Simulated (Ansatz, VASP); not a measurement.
One calculation of Cs, two programs

```xyz
1
Lattice="0.0000 2.9710 2.9710 2.9710 0.0000 2.9710 2.9710 2.9710 0.0000" Properties=species:S:1:pos:R:3 pbc="T T T"
Cs    0.0000    0.0000    0.0000
```

Change from the starting cell: volume scaled by 0.45, LAPW.

Alike in both runs: task single point; functional PBE; k mesh 10 × 10 × 10; occupations fermi-dirac, width 0.05 eV; no spin polarisation.

```csv
,VASP,Ansatz
version,VASP 6.6.1,Ansatz 0.2.0
potentials or method,"VASP PAW PBE potentials, release 64 (Cs_sv), cutoff 520 eV","all-electron LAPW, scalar-relativistic"
```

|  | VASP | Ansatz | Ansatz less VASP |
| --- | --- | --- | --- |
| pressure (GPa) | 4.7 | 4.6 | -0.03 |

Ansatz ran all-electron here, and VASP with PAW potentials.

Spin-orbit coupling is off throughout.
